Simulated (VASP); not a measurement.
Here is a VASP 6.6.1 calculation.

INCAR

```
SYSTEM = Al36N36F
PREC = Accurate
ENCUT = 520
EDIFF = 1E-6
ISMEAR = -1
SIGMA = 0.01
LREAL = Auto
LASPH = .TRUE.
NELM = 120
ALGO = Normal
ISIF = 2
LWAVE = .FALSE.
LCHARG = .FALSE.
GGA = PE
NELECT = 294.0
NBANDS = 190
GGA_COMPAT = .FALSE.
ISYM = -1
```

File KPOINTS:

```
explicit points
1
Reciprocal
  0.25000000   0.25000000   0.25000000 1
```

The input POSCAR:

```
Al36N36F
1.0
    9.3892708692      0.0000000883      0.0000000000
   -4.6946355111      8.1313470516      0.0000000000
    0.0000000000      0.0000000000     10.0348065900
Al N F
36 36 1
Direct
    0.2228570172      0.1116220211      0.2507781816
    0.1120379787      0.2220077996      0.5002574462
    0.2222806308      0.1116576555      0.7523800529
    0.1117933261      0.2226903345      1.0014084942
    0.2190221967      0.4427738365      0.2506084131
    0.1117594231      0.5564314281      0.5001532418
    0.2203113913      0.4433627350      0.7494775033
    0.1112545154      0.5555492406      1.0009711658
    0.2228893552      0.7779787913      0.2506415431
    0.1168293649      0.8919824066      0.5025257561
    0.2223360796      0.7774324733      0.7520471211
    0.1115534481      0.8894509268      1.0013558210
    0.5564621474      0.1118711998      0.2506899760
    0.4425798347      0.2175303261      0.5022211370
    0.5566996869      0.1116516187      0.7521841952
    0.4449969266      0.2228433298      1.0015711722
    0.5568301241      0.4480047224      0.2488393239
    0.4433774154      0.5551075208      0.5024494047
    0.5550198975      0.4433875484      0.7493557113
    0.4422205004      0.5545274696      0.9954035886
    0.5574061550      0.7758306987      0.2486028646
    0.4429477425      0.8917498837      0.5021205586
    0.5553297705      0.7782582529      0.7492213978
    0.4451854424      0.8890936722      1.0013648277
    0.8912042839      0.1144559200      0.2506067094
    0.7778481828      0.2217404922      0.5001769875
    0.8902784305      0.1124256246      0.7493846838
    0.7784742362      0.2222400343      1.0012598236
    0.8904688873      0.4426298392      0.2503743075
    0.7787827610      0.5552303365      0.5025495190
    0.8896387385      0.4435686672      0.7493567177
    0.7785270594      0.5550567805      0.9954139234
    0.8868676472      0.7764648968      0.2490960951
    0.7792485039      0.8900127953      0.5025273179
    0.8909996548      0.7784294354      0.7490672654
    0.7788185604      0.8900302596      0.9951360347
    0.2230523972      0.1115561651      0.4413179343
    0.1120401095      0.2224484298      0.1915922091
    0.2226102862      0.1118396087      0.9424081488
    0.1119375781      0.2217105731      0.6904509095
    0.2221039280      0.4446474893      0.4416734763
    0.1118562880      0.5557505146      0.1916383257
    0.2196007342      0.4434212173      0.9388628497
    0.1117493935      0.5562583216      0.6908558496
    0.2232297033      0.7785709061      0.4416400524
    0.1117864804      0.8887513385      0.1922787246
    0.2227468924      0.7780557280      0.9426498515
    0.1140780325      0.8898888780      0.6932994596
    0.5560139378      0.1116936513      0.4415465639
    0.4461032144      0.2238418692      0.1921059407
    0.5561611086      0.1118746238      0.9427376943
    0.4444303927      0.2207365957      0.6929748338
    0.5522097330      0.4379155596      0.4499618949
    0.4320081253      0.5497309758      0.1832689827
    0.5553046287      0.4445058100      0.9398726121
    0.4440043801      0.5551611509      0.6932354184
    0.5527072244      0.7817627742      0.4500358830
    0.4465087168      0.8891067347      0.1924683526
    0.5554624728      0.7783804211      0.9398939130
    0.4447299655      0.8899186285      0.6932490981
    0.8893774818      0.1113429688      0.4414662027
    0.7790081040      0.2223167091      0.1915760417
    0.8903368070      0.1134977362      0.9396291147
    0.7781071351      0.2217970232      0.6909263374
    0.8891647889      0.4446022692      0.4415148269
    0.7853837779      0.5502453488      0.1835996638
    0.8900526811      0.4438342845      0.9396359631
    0.7786611432      0.5550935035      0.6933881759
    0.8972936659      0.7819173353      0.4503416653
    0.7862602259      0.9015640809      0.1832319247
    0.8900884420      0.7784770377      0.9397042463
    0.7790087219      0.8893488787      0.6934052810
    0.6672572685      0.6669286981      0.3115591408
```

Potentials or basis: VASP PAW PBE potentials, release 64 (Al, N, F).

Launch:

```sh
$ cat potpaw_PBE.64/Al/POTCAR potpaw_PBE.64/N/POTCAR potpaw_PBE.64/F/POTCAR > POTCAR
$ mpirun -np 1 vasp_std > vasp.out
```

Q: Estimate the largest force.

A: 0.036 eV/Å.

Forces on the atoms (eV/Å):
```
Al   0.010  0.003  0.003
Al  -0.003 -0.006  0.003
Al  -0.003  0.006  0.007
Al   0.002 -0.003 -0.003
Al   0.008  0.000  0.008
Al  -0.005 -0.010 -0.001
Al   0.003  0.000 -0.007
Al   0.000 -0.008 -0.008
Al   0.000  0.015 -0.003
Al   0.003  0.005 -0.003
Al  -0.003 -0.004  0.003
Al  -0.004  0.001  0.002
Al  -0.009 -0.005 -0.004
Al  -0.004 -0.006 -0.002
Al  -0.002  0.004  0.000
Al  -0.007 -0.010  0.004
Al   0.007 -0.031 -0.017
Al   0.001 -0.012 -0.001
Al  -0.002 -0.001  0.002
Al   0.001 -0.005 -0.001
Al  -0.030 -0.001 -0.018
Al  -0.005 -0.004 -0.006
Al  -0.001  0.001  0.006
Al  -0.002 -0.005 -0.003
Al  -0.002  0.015  0.008
Al  -0.002  0.001  0.003
Al  -0.003 -0.001 -0.005
Al  -0.005 -0.004  0.001
Al   0.000  0.000  0.008
Al   0.002 -0.005  0.013
Al  -0.009  0.000 -0.004
Al  -0.006 -0.001 -0.009
Al   0.022  0.007 -0.015
Al  -0.008 -0.002  0.009
Al  -0.009 -0.002  0.004
Al  -0.008 -0.005 -0.006
N    0.005  0.004  0.001
N   -0.004 -0.004 -0.001
N    0.002  0.009 -0.004
N    0.000 -0.003 -0.001
N    0.008  0.012 -0.003
N   -0.008 -0.005  0.002
N    0.002  0.008  0.008
N    0.000 -0.001  0.004
N    0.003  0.005  0.005
N    0.000 -0.006  0.002
N    0.007  0.007  0.000
N    0.003 -0.002 -0.006
N   -0.001  0.005  0.005
N   -0.004 -0.006 -0.003
N    0.004  0.006 -0.001
N   -0.001 -0.002 -0.006
N   -0.005  0.006 -0.006
N   -0.018 -0.001  0.021
N    0.007  0.015  0.000
N   -0.004 -0.003 -0.004
N   -0.002  0.014 -0.002
N   -0.003 -0.005  0.001
N    0.008  0.008 -0.002
N    0.006 -0.005 -0.005
N    0.008  0.004 -0.005
N    0.002 -0.007  0.001
N    0.005  0.011  0.004
N    0.001 -0.002  0.001
N    0.006  0.003 -0.002
N    0.001 -0.007  0.011
N    0.007  0.005  0.007
N    0.004 -0.001  0.000
N    0.011  0.009 -0.011
N    0.005 -0.014  0.013
N    0.006  0.007 -0.001
N    0.005 -0.007 -0.006
F    0.005  0.015  0.015
```

Caveat: the cell carries a net charge on a neutralising background, which shifts energy and pressure.
